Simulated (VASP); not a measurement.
# TiCo2 (Fd-3m) in VASP: a series of runs

The runs below take TiCo2 through single point, with r2SCAN.

Everything below comes from runs of VASP 6.6.1. Logs are shortened: lines on timing, memory, paths and dates and some standing lists are left out, and cuts for length are marked.

### Step 1. The cell of the first run

The structure is cubic, space group Fd-3m (No. 227). The conventional cell has a = 6.687 Å, b = 6.687 Å, c = 6.687 Å, α = 90.00°, β = 90.00°, γ = 90.00°. Ti (site symmetry -43m) has 12 Co at 2.77 Å and 4 Ti at 2.90 Å within 3.7 Å. Within 3.1 Å of Co (site symmetry -3m) lie 6 Co at 2.36 Å and 6 Ti at 2.77 Å.

### Step 2. Single point, r2SCAN, collinear spin, ferrimagnetic start

The input, POSCAR:

```
TiCo2
1.0
    0.0000000000      3.3436872293      3.3436872293
    3.3436872293      0.0000000000      3.3436872293
    3.3436872293      3.3436872293      0.0000000000
Ti Co
2 4
Direct
    0.5000000000      0.5000000000      0.5000000000
    0.7500000000      0.7500000000      0.7500000000
    0.1250000000      0.1250000000      0.1250000000
    0.6250000000      0.1250000000      0.1250000000
    0.1250000000      0.1250000000      0.6250000000
    0.1250000000      0.6250000000      0.1250000000
```

The input, INCAR.step1:

```
SYSTEM = TiCo2
PREC = Accurate
ENCUT = 520
ISMEAR = 0
SIGMA = 0.1
LREAL = .False.
LASPH = .True.
NELM = 150
ISPIN = 2
MAGMOM = -0.75 -0.75 1.7 1.7 1.7 1.7
LMAXMIX = 4
NBANDS = 43
GGA = PE
ALGO = Normal
EDIFF = 1E-4
LWAVE = .True.
LCHARG = .False.
```

The input, INCAR.step2:

```
SYSTEM = TiCo2
PREC = Accurate
ENCUT = 520
EDIFF = 1E-6
ISMEAR = 0
SIGMA = 0.1
LREAL = .False.
LASPH = .True.
NELM = 150
ALGO = Normal
ISIF = 2
LWAVE = .False.
LCHARG = .False.
ISPIN = 2
MAGMOM = -0.75 -0.75 1.7 1.7 1.7 1.7
LORBIT = 11
LMAXMIX = 4
METAGGA = R2SCAN
LMIXTAU = .True.
NBANDS = 43
ISTART = 1
```

The input, KPOINTS:

```
Automatic mesh
0
Gamma
  10 10 10
  0 0 0
```

Potentials or basis: VASP PAW PBE potentials, release 64 (Ti_sv, Co).

The run is started by

```bash
> cat potpaw_PBE.64/Ti_sv/POTCAR potpaw_PBE.64/Co/POTCAR > POTCAR
> cp INCAR.step1 INCAR
> mpirun -np 1 vasp_std > vasp.out
> cp INCAR.step2 INCAR
> mpirun -np 1 vasp_std > vasp.out
```

OUTCAR:

```text
SYSTEM = TiCo2
   PREC = Accurate
   ENCUT = 520
   EDIFF = 1E-6
   ISMEAR = 0
   LREAL = .False.
   LASPH = .True.
   NELM = 150
   ISIF = 2
   ISPIN = 2
   LORBIT = 11
   METAGGA = R2SCAN
   ISTART = 1

 ion  position               nearest neighbor table
   1  0.500  0.500  0.500-   5 2.77   6 2.77   4 2.77   5 2.77   4 2.77   6 2.77   4 2.77   5 2.77
                             6 2.77   3 2.77   3 2.77   3 2.77   2 2.90   2 2.90   2 2.90   2 2.90
   2  0.750  0.750  0.750-   4 2.77   5 2.77   6 2.77   4 2.77   6 2.77   4 2.77   5 2.77   5 2.77
                             6 2.77   3 2.77   3 2.77   3 2.77   1 2.90   1 2.90   1 2.90   1 2.90
   3  0.125  0.125  0.125-   4 2.36   5 2.36   6 2.36   5 2.36   6 2.36   4 2.36   1 2.77   2 2.77
                             1 2.77   2 2.77   1 2.77   2 2.77
   4  0.625  0.125  0.125-   3 2.36   5 2.36   6 2.36   3 2.36   5 2.36   6 2.36   2 2.77   1 2.77
                             1 2.77   2 2.77   2 2.77   1 2.77
   5  0.125  0.125  0.625-   3 2.36   3 2.36   4 2.36   6 2.36   6 2.36   4 2.36   1 2.77   2 2.77
                             1 2.77   2 2.77   1 2.77   2 2.77
   6  0.125  0.625  0.125-   3 2.36   5 2.36   3 2.36   4 2.36   5 2.36   4 2.36   2 2.77   1 2.77
                             2 2.77   2 2.77   1 2.77   1 2.77

  LATTYP: Found a face centered cubic cell.
 ALAT       =     6.6873744586

  Lattice vectors:

 A1 = (   0.0000000000,   3.3436872293,   3.3436872293)
 A2 = (   3.3436872293,   0.0000000000,   3.3436872293)
 A3 = (   3.3436872293,   3.3436872293,   0.0000000000)

Analysis of symmetry for initial positions (statically):
=====================================================================
 Subroutine PRICEL returns:
 Original cell was already a primitive cell.

 Routine SETGRP: Setting up the symmetry group for a
 face centered cubic supercell.

 Subroutine GETGRP returns: Found 48 space group operations
 (whereof 24 operations were pure point group operations)
 out of a pool of 48 trial point group operations.

The static configuration has the point symmetry T_d .
 The point group associated with its full space group is O_h .

Analysis of symmetry for dynamics (positions and initial velocities):
=====================================================================
 Subroutine PRICEL returns:
 Original cell was already a primitive cell.

 Routine SETGRP: Setting up the symmetry group for a
 face centered cubic supercell.

 Subroutine GETGRP returns: Found 48 space group operations
 (whereof 24 operations were pure point group operations)
 out of a pool of 48 trial point group operations.

The dynamic configuration has the point symmetry T_d .
 The point group associated with its full space group is O_h .

Analysis of structural, dynamic, and magnetic symmetry:
=====================================================================
 Subroutine PRICEL returns:
 Original cell was already a primitive cell.

 Routine SETGRP: Setting up the symmetry group for a
 face centered cubic supercell.

 Subroutine GETGRP returns: Found 48 space group operations
 (whereof 24 operations were pure point group operations)
 out of a pool of 48 trial point group operations.

The overall configuration has the point symmetry T_d .
 The point group associated with its full space group is O_h .

 Subroutine INISYM returns: Found 48 space group operations
 (whereof 24 operations are pure point group operations),
 and found     1 'primitive' translations

----------------------------------------------------------------------------------------

                                     Primitive cell

  volume of cell :      74.7665

  direct lattice vectors                    reciprocal lattice vectors
     0.000000000  3.343687229  3.343687229    -0.149535517  0.149535517  0.149535517
     3.343687229  0.000000000  3.343687229     0.149535517 -0.149535517  0.149535517
     3.343687229  3.343687229  0.000000000     0.149535517  0.149535517 -0.149535517

  length of vectors
     4.728687828  4.728687828  4.728687828     0.259003114  0.259003114  0.259003114

  position of ions in fractional coordinates (direct lattice)
     0.500000000  0.500000000  0.500000000
     0.750000000  0.750000000  0.750000000
     0.125000000  0.125000000  0.125000000
     0.625000000  0.125000000  0.125000000
     0.125000000  0.125000000  0.625000000
     0.125000000  0.625000000  0.125000000

  ion indices of the primitive-cell ions
   primitive index   ion index
                 1           1
                 2           2
                 3           3
                 4           4
                 5           5
                 6           6

----------------------------------------------------------------------------------------

 KPOINTS: Automatic mesh

Automatic generation of k-mesh.
 Grid dimensions read from file:
 generate k-points for:   10   10   10

 Generating k-lattice:

  Cartesian coordinates                     Fractional coordinates (reciprocal lattice)
    -0.014953552  0.014953552  0.014953552     0.100000000  0.000000000  0.000000000
     0.014953552 -0.014953552  0.014953552     0.000000000  0.100000000  0.000000000
     0.014953552  0.014953552 -0.014953552     0.000000000  0.000000000  0.100000000

  Length of vectors
     0.025900311  0.025900311  0.025900311

  Shift w.r.t. Gamma in fractional coordinates (k-lattice)
     0.000000000  0.000000000  0.000000000

 Subroutine IBZKPT returns following result:
 ===========================================

 Found     47 irreducible k-points:

 Following reciprocal coordinates:
            Coordinates               Weight
  0.000000  0.000000  0.000000      1.000000
  0.100000  0.000000  0.000000      8.000000
  0.200000  0.000000  0.000000      8.000000
  0.300000  0.000000  0.000000      8.000000
  0.400000  0.000000  0.000000      8.000000
  0.500000  0.000000  0.000000      4.000000
[... 16 lines left out ...]
  0.300000  0.300000  0.000000      6.000000
  0.400000  0.300000  0.000000     24.000000
 [... further k-points ...]
   k-points           NKPTS =     47   k-points in BZ     NKDIM =     47   number of bands    NBANDS=     43
   number of dos      NEDOS =    301   number of ions     NIONS =      6
   total plane-waves  NPLWV =  46656
   dimension x,y,z NGX =    36 NGY =   36 NGZ =   36
   dimension x,y,z NGXF=    72 NGYF=   72 NGZF=   72
   ions per type =               2   4
   NGX,Y,Z   is equivalent  to a cutoff of  12.66, 12.66, 12.66 a.u.
   NGXF,Y,Z  is equivalent  to a cutoff of  25.31, 25.31, 25.31 a.u.
 SYSTEM =  TiCo2
   PREC   = accura    normal or accurate (medium, high low for compatibility)
   ISTART =      1    job   : 0-new  1-cont  2-samecut
   ICHARG =      0    charge: 1-file 2-atom 10-const
   ISPIN  =      2    spin polarized calculation?
   LNONCOLLINEAR =      F non collinear calculations
   LSORBIT =      F    spin-orbit coupling
   LASPH  =      T    aspherical Exc in radial PAW
   ENCUT  =  520.0 eV  38.22 Ry    6.18 a.u.   8.79  8.79  8.79*2*pi/ulx,y,z
   NELM   =    150;   NELMIN=  2; NELMDL=  0     # of ELM steps
   EDIFF  = 0.1E-05   stopping-criterion for ELM
   LREAL  =      F    real-space projection
   EDIFFG = 0.1E-04   stopping-criterion for IOM
   NSW    =      0    number of steps for IOM
   IBRION =     -1    ionic relax: 0-MD 1-quasi-New 2-CG
   NFREE  =      0    steps in history (QN), initial steepest desc. (CG)
   ISIF   =      2    stress and relaxation
   ISYM   =      2    0-nonsym 1-usesym 2-fastsym
   POTIM  = 0.5000    time-step for ionic-motion
   TEBEG  =    0.0;   TEEND  =   0.0 temperature during run
   PSTRESS=    0.0 pullay stress
   NELECT =      60.0000    total number of electrons
   NUPDOWN=      -1.0000    fix difference up-down
   EMIN   =  10.00;   EMAX   =-10.00  energy-range for DOS
   EFERMI =   0.00;   METHOD = LEGACY
   ISMEAR =     0;   SIGMA  =   0.10  broadening in eV -4-tet -1-fermi 0-gaus
   EFERMI_NEDOS =   21; number of points for ismear=-14 and -15
   IALGO  =     38    algorithm
   IMIX   =      4    mixing-type and parameters
     AMIX     =   0.40;   BMIX     =  1.00
     AMIX_MAG =   1.60;   BMIX_MAG =  1.00
  volume/ion in A,a.u.               =      12.46        84.09
  Fermi-wavevector in a.u.,A,eV,Ry     =   1.521328  2.874894 31.489864  2.314440
  Thomas-Fermi vector in A             =   2.630058
   LORBIT       =     11    0 simple, 1 ext, 2 COOP (PROOUT), +10 PAW based schemes
   METAGGA = R2SCAN    functional components
   LHFCALC =     F    Hartree Fock is set to
   AEXX    =    0.0000 exact exchange contribution
   IVDW    =     0    specifies the selected vdW correction
   LEPSILON=     F    determine dielectric tensor
   LRPA    =     F    only Hartree local field effects (RPA)
 spin polarized calculation
 Gauss-broadening in eV      SIGMA  =   0.10
  energy-cutoff  :      520.00
  volume of cell :       74.77
 maximum number of plane-waves:      2044
   NGX = 17   NGY = 17   NGZ = 17

 number of electron      60.0000010 magnetization       4.0635229

 Free energy of the ion-electron system (eV)
  ---------------------------------------------------
  ext. energy  EPLUGINS =         0.00000000
  ---------------------------------------------------
  free energy    TOTEN  =       -80.21889088 eV

  energy without entropy =      -80.19728786  energy(sigma->0) =      -80.20808937

 E-fermi :  10.1862     XC(G=0): -13.9445

 val. band max:       10.1835861419   @ k =   0.5000   0.0000   0.0000
 cond. band min:      10.1894043791   @ k =  -0.2000   0.2000   0.0000
 fundamental gap:      0.0058182371
 Fermi energy:        10.1862199968

 spin component 1

 k-point     1 :       0.0000    0.0000    0.0000
  band No.  band energies     occupation
      1     -49.0711      1.00000
      2     -48.9868      1.00000
      3     -24.3206      1.00000
      4     -24.3205      1.00000
      5     -24.3205      1.00000
      6     -24.1349      1.00000
[... 34 lines left out ...]
     41      15.9844      0.00000
     42      15.9844      0.00000
[... 994 lines left out ...]
      2     -49.0102      1.00000
      3     -24.3564      1.00000
      4     -24.3543      1.00000
      5     -24.2712      1.00000
      6     -24.1882      1.00000
[... 34 lines left out ...]
     41      13.3721      0.00000
     42      13.4291      0.00000

 [... further k-points ...]

 spin component 2

 k-point     1 :       0.0000    0.0000    0.0000
  band No.  band energies     occupation
      1     -49.8064      1.00000
      2     -49.7177      1.00000
      3     -25.0660      1.00000
      4     -25.0660      1.00000
      5     -25.0660      1.00000
      6     -24.8708      1.00000
[... 34 lines left out ...]
     41      15.4097      0.00000
     42      15.4097      0.00000
[... 994 lines left out ...]
      2     -49.7424      1.00000
      3     -25.1030      1.00000
      4     -25.1008      1.00000
      5     -25.0142      1.00000
      6     -24.9269      1.00000
[... 34 lines left out ...]
     41      13.1311      0.00000
     42      13.1573      0.00000

 [... further k-points ...]

 [bands above 42 left out]

------------------------ aborting loop because EDIFF is reached ----------------------------------------

  FORCE on cell =-STRESS in cart. coord.  units (eV):
  Direction    XX          YY          ZZ          XY          YZ          ZX
  --------------------------------------------------------------------------------------
  -------------------------------------------------------------------------------------
  Total        0.0019143      0.0019143      0.0019143      0.0000000      0.0000000      0.0000000
  in kB        0.0410209      0.0410209      0.0410209      0.0000000      0.0000000      0.0000000
  external PRESSURE =       0.0410209 kB  Pullay stress =       0.0000000 kB

 VOLUME and BASIS-vectors are now :
 -----------------------------------------------------------------------------
  energy-cutoff  :      520.00
  volume of cell :       74.77
      direct lattice vectors                 reciprocal lattice vectors
     0.000000000  3.343687229  3.343687229    -0.149535517  0.149535517  0.149535517
     3.343687229  0.000000000  3.343687229     0.149535517 -0.149535517  0.149535517
     3.343687229  3.343687229  0.000000000     0.149535517  0.149535517 -0.149535517

 POSITION                                       TOTAL-FORCE (eV/Angst)
 -----------------------------------------------------------------------------------
      3.34369      3.34369      3.34369         0.000000     -0.000000      0.000000
      5.01553      5.01553      5.01553        -0.000000      0.000000     -0.000000
      0.83592      0.83592      0.83592        -0.000000      0.000000     -0.000000
      0.83592      2.50777      2.50777        -0.000000      0.000000     -0.000000
      2.50777      2.50777      0.83592        -0.000000      0.000000     -0.000000
      2.50777      0.83592      2.50777        -0.000000      0.000000     -0.000000
 -----------------------------------------------------------------------------------
    total drift:                                0.000000      0.000000      0.000000

  FREE ENERGIE OF THE ION-ELECTRON SYSTEM (eV)
  ---------------------------------------------------
  free  energy   TOTEN  =       -80.2188908845 eV

  energy  without entropy=      -80.1972878570  energy(sigma->0) =      -80.20808937

 total charge

# of ion       s       p       d       tot
------------------------------------------
    1        2.226   6.158   1.781  10.165
    2        2.226   6.158   1.781  10.165
    3        0.563   0.623   7.233   8.419
    4        0.563   0.623   7.233   8.419
    5        0.563   0.623   7.233   8.419
    6        0.563   0.623   7.233   8.419
--------------------------------------------------
tot          6.706  14.807  32.494  54.006

 magnetization (x)

# of ion       s       p       d       tot
------------------------------------------
    1       -0.008  -0.045  -0.584  -0.637
    2       -0.008  -0.045  -0.584  -0.637
    3        0.009  -0.033   1.508   1.484
    4        0.009  -0.033   1.508   1.484
    5        0.009  -0.033   1.508   1.484
    6        0.009  -0.033   1.508   1.484
--------------------------------------------------
tot          0.020  -0.221   4.865   4.663
```

Wall time 70 min (1 thread of Oxide Virtual Turin-like, shared host); peak memory 0.37 GiB.

What came out:

* Free energy: -80.2189 eV
* Pressure: 0.0 GPa
* Net moment: 4.06 μB per cell
* Site moments: Ti -0.64; Co +1.48 μB
* Valence electrons inside the program's atomic spheres: Ti 10.16; Co 8.42

Caveat: the PAW data sets were made with another functional, which shifts forces and pressure a little.

### Step 3. Single point, r2SCAN, collinear spin, ferrimagnetic start (12.83 Å³/atom)

This run uses another cell than the first one, of 12.83 Å³/atom.

POSCAR: that of step 2 with these lines changed.

```diff
@@ -2,5 +2,5 @@
 1.0
-    0.0000000000      3.3436872293      3.3436872293
-    3.3436872293      0.0000000000      3.3436872293
-    3.3436872293      3.3436872293      0.0000000000
+    0.0000000000      3.3767951966      3.3767951966
+    3.3767951966      0.0000000000      3.3767951966
+    3.3767951966      3.3767951966      0.0000000000
 Ti Co
```

The input, INCAR.step1:

```
PREC = Accurate ; ENCUT = 520
ISMEAR = 0 ; SIGMA = 0.1
LREAL = F ; LASPH = T
NELM = 150 ; ISPIN = 2
MAGMOM = -0.71 -0.71 1.69 1.69 1.69 1.69 ; LMAXMIX = 4
NBANDS = 43 ; GGA = PE
ALGO = Normal ; EDIFF = 1E-4
LWAVE = T ; LCHARG = F
```

The input, INCAR.step2:

```
PREC = Accurate ; ENCUT = 520
EDIFF = 1E-6 ; ISMEAR = 0
SIGMA = 0.1 ; LREAL = F
LASPH = T ; NELM = 150
ALGO = Normal ; ISIF = 2
LWAVE = F ; LCHARG = F
ISPIN = 2 ; MAGMOM = -0.71 -0.71 1.69 1.69 1.69 1.69
LORBIT = 11 ; LMAXMIX = 4
METAGGA = R2SCAN ; LMIXTAU = T
NBANDS = 43 ; ISTART = 1
```

The input, KPOINTS:

```
Automatic mesh
0
Gamma
  10 10 10
```

Potentials or basis: VASP PAW PBE potentials, release 64 (Ti_sv, Co).

The run is started by

```bash
> cat potpaw_PBE.64/Ti_sv/POTCAR potpaw_PBE.64/Co/POTCAR > POTCAR
> cp INCAR.step1 INCAR
> mpirun -np 1 vasp_std > vasp.out
> cp INCAR.step2 INCAR
> mpirun -np 1 vasp_std > vasp.out
```

Wall time 64 min (1 thread of Oxide Virtual Turin-like, shared host); peak memory 0.37 GiB.

It converged, with:

```
Free energy                                           : -80.1840 eV
Pressure                                              : -4.9 GPa
Net moment                                            : 4.09 μB per cell
Site moments                                          : Ti -0.69; Co +1.54 μB
Valence electrons inside the program's atomic spheres : Ti 10.13; Co 8.36
```

Levels at points of the mesh, in eV from the Fermi level:
Spin up:
```csv
k point,band 29,band 30,band 31,band 32,band 33,band 34,band 35,band 36
"(0.00, 0.00, 0.00)",-0.88,-0.88,-0.88,-0.64,-0.64,-0.64,0.89,0.89
"(0.50, 0.00, 0.00)",-2.03,-0.88,0.23,0.23,0.44,0.44,0.56,0.56
"(0.50, 0.50, 0.00)",-1.99,-1.99,-0.70,-0.70,0.79,0.79,1.03,1.03
```
Spin down:
| k point | band 24 | band 25 | band 26 | band 27 | band 28 | band 29 | band 30 | band 31 | band 32 | band 33 |
| --- | --- | --- | --- | --- | --- | --- | --- | --- | --- | --- |
| (0.00, 0.00, 0.00) | -0.65 | -0.65 | -0.65 | 0.08 | 0.08 | 0.08 | 0.28 | 0.28 | 0.69 | 0.87 |
| (0.50, 0.00, 0.00) | -1.64 | -0.38 | -0.38 | -0.08 | -0.08 | 0.03 | 0.35 | 0.35 | 0.41 | 0.64 |
| (0.50, 0.50, 0.00) | -1.91 | -1.58 | -1.58 | -0.22 | -0.22 | 0.18 | 0.18 | 0.43 | 0.43 | 0.91 |

Caveat: the cell stands under tension; the PAW data sets were made with another functional, which shifts forces and pressure a little.
